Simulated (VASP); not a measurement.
# MnHg (P1) in VASP: relaxation of the atoms with PBE

Aim: the relaxation of the atoms of MnHg with PBE.

Program: VASP 6.6.1. These are calculated values, not measurements. Logs are shortened: lines on timing, memory, paths and dates and some standing lists are left out, and cuts for length are marked.

## Step 1: The cell of the first run

The typed cell holds 2 atoms: a = 3.288 Å, b = 3.288 Å, c = 3.313 Å, α = 90.00°, β = 90.00°, γ = 90.00°.

## Step 2: Relaxation of the atoms, PBE, collinear spin, ferromagnetic start

Input file INCAR:

```
ALGO = Normal ; EDIFF = 1E-6
EDIFFG = -0.01 ; ENCUT = 520
GGA = PE ; IBRION = 2
ISIF = 2 ; ISMEAR = -1
ISPIN = 2 ; KPAR = 4
LASPH = T ; LCHARG = F
LMAXMIX = 4 ; LORBIT = 11
LREAL = F ; LWAVE = F
MAGMOM = 4 0 ; NELM = 150
NSW = 100 ; PREC = Accurate
SIGMA = 0.05
```

Input file KPOINTS:

```
k-points
0
Gamma
  7 7 7
```

Input file POSCAR:

```
MnHg
1.0
    3.2880000000      0.0000000000      0.0000000000
    0.0000000000      3.2880000000      0.0000000000
    0.0000000000      0.0000000000      3.3130000000
Mn Hg
1 1
Direct
    0.4998352800      0.4854687400      0.4963462800
   -0.0131626500     -0.0201391800      0.0197941600
```

Potentials or basis: VASP PAW PBE potentials, release 64 (Mn_pv, Hg).

Run with:

```sh
> cat potpaw_PBE.64/Mn_pv/POTCAR potpaw_PBE.64/Hg/POTCAR > POTCAR
> mpirun -np 4 vasp_std > vasp.out
```

OUTCAR:

```text
EDIFF = 1E-6
   EDIFFG = -0.01
   ENCUT = 520
   GGA = PE
   IBRION = 2
   ISIF = 2
   ISMEAR = -1
   ISPIN = 2
   LASPH = T
   LORBIT = 11
   LREAL = F
   NELM = 150
   NSW = 100
   PREC = Accurate

 ion  position               nearest neighbor table
   1  0.500  0.485  0.496-   2 2.77   2 2.80   2 2.82   2 2.85   2 2.87   2 2.89   2 2.91   2 2.94

   2  0.987  0.980  0.020-   1 2.77   1 2.80   1 2.82   1 2.85   1 2.87   1 2.89   1 2.91   1 2.94

  LATTYP: Found a simple tetragonal cell.
 ALAT       =     3.2880000000
 C/A-ratio  =     1.0076034063

  Lattice vectors:

 A1 = (   3.2880000000,   0.0000000000,   0.0000000000)
 A2 = (   0.0000000000,   3.2880000000,   0.0000000000)
 A3 = (   0.0000000000,   0.0000000000,   3.3130000000)

Analysis of symmetry for initial positions (statically):
=====================================================================
 Subroutine PRICEL returns:
 Original cell was already a primitive cell.

 Routine SETGRP: Setting up the symmetry group for a
 simple tetragonal supercell.

 Subroutine GETGRP returns: Found  1 space group operations
 (whereof  1 operations were pure point group operations)
 out of a pool of 16 trial point group operations.

The static configuration has the point symmetry C_1 .

Analysis of symmetry for dynamics (positions and initial velocities):
=====================================================================
 Subroutine PRICEL returns:
 Original cell was already a primitive cell.

 Routine SETGRP: Setting up the symmetry group for a
 simple tetragonal supercell.

 Subroutine GETGRP returns: Found  1 space group operations
 (whereof  1 operations were pure point group operations)
 out of a pool of 16 trial point group operations.

The dynamic configuration has the point symmetry C_1 .

Analysis of structural, dynamic, and magnetic symmetry:
=====================================================================
 Subroutine PRICEL returns:
 Original cell was already a primitive cell.

 Routine SETGRP: Setting up the symmetry group for a
 simple tetragonal supercell.

 Subroutine GETGRP returns: Found  1 space group operations
 (whereof  1 operations were pure point group operations)
 out of a pool of 16 trial point group operations.

The overall configuration has the point symmetry C_1 .

 Subroutine INISYM returns: Found  1 space group operations
 (whereof  1 operations are pure point group operations),
 and found     1 'primitive' translations
[... 105 lines left out ...]
   PSTRESS=    0.0 pullay stress
   NELECT =      25.0000    total number of electrons
   NUPDOWN=      -1.0000    fix difference up-down
   EMIN   =  10.00;   EMAX   =-10.00  energy-range for DOS
   EFERMI =   0.00;   METHOD = LEGACY
   ISMEAR =    -1;   SIGMA  =   0.05  broadening in eV -4-tet -1-fermi 0-gaus
   EFERMI_NEDOS =   21; number of points for ismear=-14 and -15
   IALGO  =     38    algorithm
   IMIX   =      4    mixing-type and parameters
     AMIX     =   0.40;   BMIX     =  1.00
     AMIX_MAG =   1.60;   BMIX_MAG =  1.00
  volume/ion in A,a.u.               =      17.91       120.85
  Fermi-wavevector in a.u.,A,eV,Ry     =   1.452200  2.744260 28.693127  2.108885
  Thomas-Fermi vector in A             =   2.569610
   LORBIT       =     11    0 simple, 1 ext, 2 COOP (PROOUT), +10 PAW based schemes
   GGA     = PE    functional components
   LHFCALC =     F    Hartree Fock is set to
   AEXX    =    0.0000 exact exchange contribution
   IVDW    =     0    specifies the selected vdW correction
   LEPSILON=     F    determine dielectric tensor
   LRPA    =     F    only Hartree local field effects (RPA)
 conjugate gradient relaxation of ions
 spin polarized calculation
  energy-cutoff  :      520.00
  volume of cell :       35.82
 maximum number of plane-waves:       977
   NGX = 13   NGY = 13   NGZ = 13

--------------------------------------- Ionic step        1  -------------------------------------------

 number of electron      25.0000001 magnetization       3.9049979

 Free energy of the ion-electron system (eV)
  ---------------------------------------------------
  ext. energy  EPLUGINS =         0.00000000
  ---------------------------------------------------
  free energy    TOTEN  =        -8.49175622 eV

  energy without entropy =       -8.48468158  energy(sigma->0) =       -8.48821890

------------------------ aborting loop because EDIFF is reached ----------------------------------------

  FORCE on cell =-STRESS in cart. coord.  units (eV):
  Direction    XX          YY          ZZ          XY          YZ          ZX
  --------------------------------------------------------------------------------------
  -------------------------------------------------------------------------------------
  Total        0.6436534      0.6586388      0.5591640      0.0123100     -0.0220235     -0.0515150
  in kB       28.7923810     29.4627199     25.0129397      0.5506610     -0.9851736     -2.3044092
  external PRESSURE =      27.7560135 kB  Pullay stress =       0.0000000 kB
[... 59 lines left out ...]
--------------------------------------- Ionic step        3  -------------------------------------------

 number of electron      24.9999998 magnetization       3.9065167

 Free energy of the ion-electron system (eV)
  ---------------------------------------------------
  ext. energy  EPLUGINS =         0.00000000
  ---------------------------------------------------
  free energy    TOTEN  =        -8.50675063 eV

  energy without entropy =       -8.49989652  energy(sigma->0) =       -8.50332358

 E-fermi :   5.6724     XC(G=0): -11.7750

 val. band max:        5.6660897733   @ k =   0.4286   0.0000   0.0000
 cond. band min:       5.7311943144   @ k =   0.0000   0.2857   0.0000
 fundamental gap:      0.0651045411
 Fermi energy:         5.6723839108

 spin component 1

 k-point     1 :       0.0000    0.0000    0.0000
  band No.  band energies     occupation
      1     -44.4935      1.00000
      2     -44.4867      1.00000
      3     -44.4867      1.00000
      4      -4.0813      1.00000
      5      -2.6560      1.00000
      6      -2.6458      1.00000
[... 493 lines left out ...]
     17       9.4104      0.00000
     18      17.1047      0.00000

 [... further k-points ...]

 spin component 2

 k-point     1 :       0.0000    0.0000    0.0000
  band No.  band energies     occupation
      1     -40.4442      1.00000
      2     -40.4405      1.00000
      3     -40.4405      1.00000
      4      -3.8629      1.00000
      5      -2.6348      1.00000
      6      -2.6219      1.00000
[... 524 lines left out ...]
  FREE ENERGIE OF THE ION-ELECTRON SYSTEM (eV)
  ---------------------------------------------------
  free  energy   TOTEN  =        -8.5067506281 eV

  energy  without entropy=       -8.4998965234  energy(sigma->0) =       -8.50332358

 reached required accuracy - stopping structural energy minimisation

 total charge

# of ion       s       p       d       tot
------------------------------------------
    1        0.251   6.182   4.981  11.414
    2        0.817   0.535   9.255  10.607
--------------------------------------------------
tot          1.067   6.716  14.236  22.020

 magnetization (x)

# of ion       s       p       d       tot
------------------------------------------
    1        0.025   0.017   3.780   3.822
    2       -0.045  -0.063   0.050  -0.057
--------------------------------------------------
tot         -0.020  -0.046   3.831   3.765
```

OSZICAR:

```text
N       E                     dE             d eps       ncg     rms          rms(c)
DAV:   1     0.224484632633E+03    0.22448E+03   -0.14672E+04 12442   0.157E+03
DAV:   2    -0.218441698874E+01   -0.22667E+03   -0.21986E+03 12416   0.412E+02
DAV:   3    -0.890857242127E+01   -0.67242E+01   -0.66936E+01 13582   0.844E+01
[... 24 lines left out ...]
DAV:   3    -0.850699264165E+01   -0.42546E-02   -0.26111E-02 13594   0.170E+00    0.306E-01
DAV:   4    -0.850693174452E+01    0.60897E-04   -0.10159E-03 15066   0.302E-01    0.241E-01
DAV:   5    -0.850675239640E+01    0.17935E-03   -0.16471E-04 16328   0.377E-01    0.112E-01
DAV:   6    -0.850674932511E+01    0.30713E-05   -0.89264E-05 18610   0.153E-01    0.204E-02
DAV:   7    -0.850675048123E+01   -0.11561E-05   -0.10524E-05 12750   0.358E-02    0.111E-02
DAV:   8    -0.850675062808E+01   -0.14684E-06   -0.85477E-07  7892   0.100E-02
   3 F= -.85067506E+01 E0= -.85033236E+01  d E =-.149944E-01  mag=     3.9065
```

It took 34 s on 4 MPI ranks of Intel Xeon 6975P-C (Granite Rapids), shared host; peak memory 0.28 GiB.

Results:

- Free energy: -8.5068 eV
- Energy gained by relaxing: 7.5 meV/atom
- Ionic steps: 3
- Pressure after relaxing: 2.5 GPa
- Largest force after relaxing: 0.006 eV/Å
- Net moment: 3.91 μB per cell
- Site moments: Mn +3.82; Hg -0.06 μB
- Valence electrons inside the program's atomic spheres: Mn 11.41; Hg 10.61

Forces on the atoms (eV/Å):
```
Mn  -0.004 -0.001  0.005
Hg   0.004  0.001 -0.005
```

The path:
| step | energy change (eV) | largest force (eV/Å) | pressure (GPa) |
| --- | --- | --- | --- |
| 1 | 0.0000 | 0.3338 | 2.78 |
| 2 | -0.0088 | 0.2129 | 2.63 |
| 3 | -0.0150 | 0.0061 | 2.48 |

Final structure:
```cif
data_structure
_symmetry_space_group_name_H-M 'P 1'
_symmetry_Int_Tables_number 1
_cell_length_a 3.2880
_cell_length_b 3.2880
_cell_length_c 3.3130
_cell_angle_alpha 90.000
_cell_angle_beta 90.000
_cell_angle_gamma 90.000
_cell_volume 35.82
loop_
_atom_site_label
_atom_site_type_symbol
_atom_site_fract_x
_atom_site_fract_y
_atom_site_fract_z
_atom_site_occupancy
Mn1 Mn 0.49348 0.48273 0.50788 1
Hg1 Hg 0.99320 0.98260 0.00826 1
```

Levels at points of the mesh, in eV from the Fermi level:
Spin up:
```tsv
k point	band 10	band 11	band 12	band 13	band 14	band 15	band 16	band 17	band 18
(0.00, 0.00, 0.00)	-2.96	-2.95	-2.04	-2.04	-2.04	4.81	5.03	5.03	8.81
```
Spin down:
| k point | band 7 | band 8 | band 9 | band 10 | band 11 | band 12 | band 13 | band 14 | band 15 | band 16 |
| --- | --- | --- | --- | --- | --- | --- | --- | --- | --- | --- |
| (0.00, 0.00, 0.00) | -7.08 | -7.08 | -7.07 | 0.33 | 0.35 | 1.48 | 1.48 | 1.49 | 5.17 | 5.39 |

Caveat: spin-orbit coupling is left out, which moves the levels of the heavy elements.
